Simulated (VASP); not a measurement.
The system is TiB2.

```xyz
3
Lattice="3.0000 0.0000 0.0000 -1.5000 2.5981 0.0000 0.0000 0.0000 3.3000" Properties=species:S:1:pos:R:3 pbc="T T T"
Ti    0.0000    0.0000    0.0000
B     0.0000    1.7321    1.6500
B     1.5000    0.8660    1.6500
```

| Item | Value |
| --- | --- |
| Program | VASP 6.6.1 |
| Task | relaxation of cell and atoms |
| Functional | PBEsol |
| Potentials or basis | VASP PAW PBE potentials, release 64 (Ti_sv, B) |
| Cutoff | 600 eV |
| k mesh | 10 × 10 × 8 |
| Occupations | fermi-dirac, width 0.05 eV |
| Spin | no spin polarisation |

At the start: pressure -4.1 GPa; volume 8.57 Å³/atom.

Task: Where does the relaxation end?

Result: Over 5 steps the energy falls by 13.3 meV/atom and the volume is 8.39 Å³/atom (-2.2 %); space group P6/mmm (No. 191, to 0.05 Å).

Step by step:
| step | energy change (eV) | largest force (eV/Å) | pressure (GPa) | volume (Å³) |
| --- | --- | --- | --- | --- |
| 1 | 0.0000 | 0.0000 | -4.07 | 25.72 |
| 2 | -0.0377 | 0.0000 | 2.75 | 24.91 |
| 3 | -0.0383 | 0.0000 | 1.89 | 25.00 |
| 4 | -0.0388 | 0.0000 | -1.57 | 25.29 |
| 5 | -0.0398 | 0.0000 | -0.17 | 25.16 |

Final structure:
```xyz
3
Lattice="3.0178 0.0000 0.0000 -1.5089 2.6135 0.0000 0.0000 0.0000 3.1900" Properties=species:S:1:pos:R:3 pbc="T T T"
Ti   -1.5089    2.6135    0.0000
B     0.0000    1.7423    1.5950
B     1.5089    0.8712    1.5950
```

Caveat: the PAW data sets were made with another functional, which shifts forces and pressure a little.
